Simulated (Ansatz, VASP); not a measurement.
One calculation of YSi2Ir2, two programs

INCAR

```
SYSTEM = YSi2Ir2
  ALGO = Fast
  EDIFF = 1E-7
  EDIFFG = -0.05
  ENCUT = 600
  GGA = CA
  IBRION = 2
  ISIF = 3
  ISMEAR = 0
  LASPH = .True.
  LCHARG = .False.
  LREAL = .False.
  LWAVE = .False.
  NELM = 80
  NSW = 100
  PREC = Accurate
  SIGMA = 0.1
```

KPOINTS

```
k-points
0
Gamma
  8 8 8
  0 0 0
```

The input POSCAR:

```
YSi2Ir2
1.0
   -2.0250000000      2.0250000000      4.9525000000
    2.0250000000     -2.0250000000      4.9525000000
    2.0250000000      2.0250000000     -4.9525000000
Y Si Ir
1 2 2
Direct
    0.0000000000      0.0000000000      0.0000000000
    0.3750000000      0.3750000000      0.0000000000
    0.6250000000      0.6250000000      0.0000000000
    0.7500000000      0.2500000000      0.5000000000
    0.2500000000      0.7500000000      0.5000000000
```

Input for Ansatz:

```yaml
crystal:
  lattice:
    - [-2.025, 2.025, 4.9525]
    - [2.025, -2.025, 4.9525]
    - [2.025, 2.025, -4.9525]
  atoms:
    - { symbol: "Y", position: [0.0, 0.0, 0.0] }
    - { symbol: Si, position: [0.375, 0.375, 0.0] }
    - { symbol: Si, position: [0.625, 0.625, 0.0] }
    - { symbol: Ir, position: [0.75, 0.25, 0.5] }
    - { symbol: Ir, position: [0.25, 0.75, 0.5] }
basis:
  ecutwfc: 420
kpoints:
  mp_grid: { grid: [8, 8, 8] }
hamiltonian:
  xc: lda
scf:
  occupations: { method: gaussian, width: 0.1 }
output:
  forces: true
  stress: true
  eigenvalues: true
relax:
  adjacent_minimum: "off"
  f_tol: 0.05
  max_steps: 80
  cell: { stress_tol: 0.5 }
```

Alike in both runs: task relaxation of cell and atoms; functional LDA; k mesh 8 × 8 × 8; occupations gaussian, width 0.1 eV; no spin polarisation.

|  | VASP | Ansatz |
| --- | --- | --- |
| version | VASP 6.6.1 | Ansatz 0.2.0 |
| potentials or method | VASP PAW LDA potentials, release 64 (Y_sv, Si, Ir), cutoff 600 eV | scalar-relativistic, plane waves, PAW |
| valence electrons in the cell | 37 | 53 |

```csv
,VASP,Ansatz,Ansatz less VASP
"gap on the k mesh at the Fermi level, each at its own relaxed structure (eV)",none,none,-
relaxed volume (Å³/atom),15.91,15.84,-0.066
relaxed cell length with the largest relative difference (Å),5.688,5.681,-0.0068
```

LDA's correlation is that of Perdew and Zunger in VASP and of Perdew and Wang (1992) in Ansatz. A gap of «none» marks a metal or a gap that the smearing closes. VASP's potentials hold 37 valence electrons a cell and Ansatz's 53, so a difference there can come from the potentials and not from the codes.

Neither program's run includes spin-orbit coupling.
